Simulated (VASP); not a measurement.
Wanted: the native input for a VASP 6.6.1 run.

| Item | Value |
| --- | --- |
| Task | single point |
| Functional | PBE |
| Potentials or basis | VASP PAW PBE potentials, release 64 (Hf_pv, N) |
| Cutoff | 520 eV |
| k mesh | 10 × 10 × 10 |
| Occupations | fermi-dirac, width 0.05 eV |
| Spin | no spin polarisation |
| Dipole correction | no |
| Further INCAR settings | ALGO = Normal; EDIFF = 1e-06; NBANDS = 14 |

The structure of HfN lies in POSCAR:

```
HfN
1.0
    0.0000000000      2.2560000000      2.2560000000
    2.2560000000      0.0000000000      2.2560000000
    2.2560000000      2.2560000000      0.0000000000
Hf N
1 1
Direct
    0.0000000000      0.0000000000      0.0000000000
    0.5000000000      0.5000000000      0.5000000000
```

The input as run:

INCAR

```
ALGO     = Normal         # electronic algorithm
EDIFF    = 1E-6           # SCF threshold, eV
ENCUT    = 520            # plane-wave cutoff, eV
GGA      = PE             # functional
ISIF     = 2              # what is computed and relaxed
ISMEAR   = -1             # smearing method
LASPH    = True           # aspherical terms in the spheres
LCHARG   = False          # write CHGCAR
LREAL    = False          # projectors in reciprocal space
LWAVE    = False          # write WAVECAR
NBANDS   = 14             # bands
NELM     = 80             # most SCF steps
PREC     = Accurate       # precision mode
SIGMA    = 0.05           # smearing width, eV
```

KPOINTS

```
k-points
0
Gamma
  10 10 10
```

Potentials or basis: VASP PAW PBE potentials, release 64 (Hf_pv, N).

Command:

```console
$ cat potpaw_PBE.64/Hf_pv/POTCAR potpaw_PBE.64/N/POTCAR > POTCAR
$ mpirun -np 1 vasp_std > vasp.out
```

Results of the run:

```
Pressure : 4.2 GPa
```

Wall time 6.2 s on 1 thread of Intel(R) Xeon(R) 6975P-C (Granite Rapids) (shared host), peak memory 0.14 GiB.
